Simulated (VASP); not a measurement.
Write the native input for VASP 6.6.1 that does the following.

| Property | Result |
| --- | --- |
| Task | single point |
| Functional | PBE |
| Potentials or basis | VASP PAW PBE potentials, release 64 (Sn_d, C) |
| Cutoff | 520 eV |
| k mesh | 6 × 6 × 4 |
| Occupations | gaussian, width 0.1 eV |
| Spin | no spin polarisation |
| Dipole correction | no |
| Further INCAR settings | ALGO = Normal; EDIFF = 1e-07; NBANDS = 41 |

The structure of SnC4 lies in POSCAR:

```
SnC4
1.0
    4.9174279187      0.0000000000      0.0000000000
   -2.4587139594      4.2586174988      0.0000000000
    0.0000000000      0.0000000000      9.1074274358
Sn C
2 8
Direct
    0.3333333333      0.6666666667      0.5395899717
    0.6666666667      0.3333333333      0.4604100283
    0.3333333333      0.6666666667     -0.0001992360
    0.1666336782      0.3332673564     -0.0000556580
    0.6667326436      0.8333663218     -0.0000556580
    0.1666336782      0.8333663218     -0.0000556580
    0.6666666667      0.3333333333      1.0001992360
    0.8333663218      0.1666336782      1.0000556580
    0.8333663218      0.6667326436      1.0000556580
    0.3332673564      0.1666336782      1.0000556580
```

One way to write it, as run:

INCAR

```
ALGO = Normal ; EDIFF = 1E-7
ENCUT = 520 ; GGA = PE
ISIF = 2 ; ISMEAR = 0
LASPH = True ; LCHARG = True
LELF = True ; LREAL = False
LVHAR = True ; LWAVE = False
NBANDS = 41 ; NELM = 100
PREC = Accurate ; SIGMA = 0.1
```

KPOINTS

```
k-points
0
Gamma
  6 6 4
```

Potentials or basis: VASP PAW PBE potentials, release 64 (Sn_d, C).

Run with:

```sh
$ cat potpaw_PBE.64/Sn_d/POTCAR potpaw_PBE.64/C/POTCAR > POTCAR
$ mpirun -np 1 vasp_std > vasp.out
```

It gave:

| Item | Value |
| --- | --- |
| Pressure | 0.2 GPa |
| Largest force | 0.004 eV/Å |
| Band gap on the k mesh | zero (bands 30 and 31 overlap by 0.53 eV) |

Caveat: semilocal functionals underestimate gaps, so a narrow gap can read as zero; spin-orbit coupling is left out, which moves the levels of the heavy elements.

Wall time 2.5 min on 1 thread of Intel(R) Xeon(R) 6975P-C (Granite Rapids) (shared host), peak memory 0.4 GiB.
